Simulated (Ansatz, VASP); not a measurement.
## Two plane-wave programs on TiS2

POSCAR

```
TiS2
1.0
    3.4120005726      0.0000000000      0.0000000000
   -1.7060002863      2.9548791736      0.0000000000
    0.0000000000      0.0000000000      5.6950000000
Ti S
1 2
Direct
    0.0000000000      0.0000000000      0.0000000000
    0.3333333333      0.6666666667      0.2500000000
    0.6666666667      0.3333333333      0.7500000000
```

Contents of INCAR.step1:

```
SYSTEM = TiS2
ALGO = Normal ; EDIFF = 1E-5
EDIFFG = -0.005 ; ENCUT = 550
GGA = PE ; GGA_COMPAT = .False.
IBRION = 2 ; ISIF = 3
ISMEAR = 0 ; LASPH = .True.
LCHARG = .False. ; LREAL = .False.
LWAVE = .True. ; NELM = 120
NELMIN = 4 ; NSW = 100
PREC = Accurate ; SIGMA = 0.01
```

Contents of INCAR.step2:

```
SYSTEM = TiS2
ALGO = Normal ; EDIFF = 1E-7
EDIFFG = -0.01 ; ENCUT = 550
GGA_COMPAT = .False. ; IBRION = 2
ISIF = 3 ; ISMEAR = 0
ISTART = 1 ; LASPH = .True.
LCHARG = .False. ; LMIXTAU = .True.
LREAL = .False. ; LWAVE = .False.
METAGGA = R2SCAN ; NELM = 120
NELMIN = 4 ; NSW = 100
PREC = Accurate ; SIGMA = 0.01
```

Contents of KPOINTS:

```
k-points
0
Gamma
  12 12 6
  0 0 0
```

Input for Ansatz:

```yaml
crystal:
  lattice:
    - [3.4120005726, 0.0, 0.0]
    - [-1.7060002863, 2.9548791736, 0.0]
    - [0.0, 0.0, 5.695]
  atoms:
    - { symbol: Ti, position: [0.0, 0.0, 0.0] }
    - { symbol: S, position: [0.3333333333, 0.6666666667, 0.25] }
    - { symbol: S, position: [0.6666666667, 0.3333333333, 0.75] }
basis:
  ecutwfc: 500
kpoints:
  mp_grid: { grid: [12, 12, 6] }
hamiltonian:
  xc: r2scan
scf:
  occupations: { method: gaussian, width: 0.01 }
output:
  forces: true
  stress: true
  eigenvalues: true
relax:
  adjacent_minimum: "off"
  f_tol: 0.01
  max_steps: 80
  cell: { stress_tol: 0.05 }
```

Alike in both runs: task relaxation of cell and atoms; functional r2SCAN; k mesh 12 × 12 × 6; occupations gaussian, width 0.01 eV; no spin polarisation.

|  | VASP | Ansatz |
| --- | --- | --- |
| version | VASP 6.6.1 | Ansatz 0.2.0 |
| potentials or method | VASP PAW PBE potentials, release 64 (Ti_sv, S), cutoff 550 eV | scalar-relativistic, plane waves, PAW |
| valence electrons in the cell | 24 | 24 |

```csv
,VASP,Ansatz,Ansatz less VASP
"gap on the k mesh at the Fermi level, each at its own relaxed structure (eV)",0.24,0.22,-0.022
relaxed volume (Å³/atom),20.21,20.20,-0.006
relaxed length of the cell vector where the two differ most in proportion (Å),5.960,5.963,+0.0029
```

VASP's potentials were made for PBE, not for r2SCAN.
